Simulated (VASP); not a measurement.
Write the native input for VASP 6.6.1 that does the following.

* Task: single point
* Functional: PBE
* Potentials or basis: VASP PAW PBE potentials, release 64 (Ir)
* Cutoff: 520 eV
* k mesh: 18 × 18 × 10
* Occupations: gaussian, width 0.15 eV
* Spin: no spin polarisation
* Dipole correction: no
* Further INCAR settings: ALGO = Normal; EDIFF = 1e-07; NBANDS = 16

The structure of Ir lies in POSCAR:

```
Ir
1.0
    2.7478111495      0.0000000000      0.0000000000
   -1.3739055747      2.3796742603      0.0000000000
    0.0000000000      0.0000000000      4.0967000000
Ir
2
Direct
    0.6666666667      0.3333333333      0.7500000000
    0.3333333333      0.6666666667      0.2500000000
```

The input as run:

INCAR

```
SYSTEM = Ir
  PREC = Accurate
  ENCUT = 520
  EDIFF = 1E-7
  ISMEAR = 0
  SIGMA = 0.15
  LREAL = .False.
  LASPH = .True.
  NELM = 60
  ALGO = Normal
  ISIF = 2
  LWAVE = .False.
  LCHARG = .False.
  GGA = PE
  NBANDS = 16
```

KPOINTS

```
regular mesh
0
Gamma
  18 18 10
  0 0 0
```

Potentials or basis: VASP PAW PBE potentials, release 64 (Ir).

Launch:

```bash
$ cat potpaw_PBE.64/Ir/POTCAR > POTCAR
$ mpirun -np 1 vasp_std > vasp.out
```

It gave:

```yaml
Pressure: 41.0 GPa
Band_gap_on_the_k_mesh: zero (band 9 reaches 12.41 eV, above the bottom of band 10 at 9.13 eV)
```

Caveat: spin-orbit coupling is left out, which moves the levels of the heavy elements.

Run time: 30 s on 1 thread of AMD EPYC 9R45 96-Core Processor (Zen 5), with other jobs on the host, peak memory 0.17 GiB.
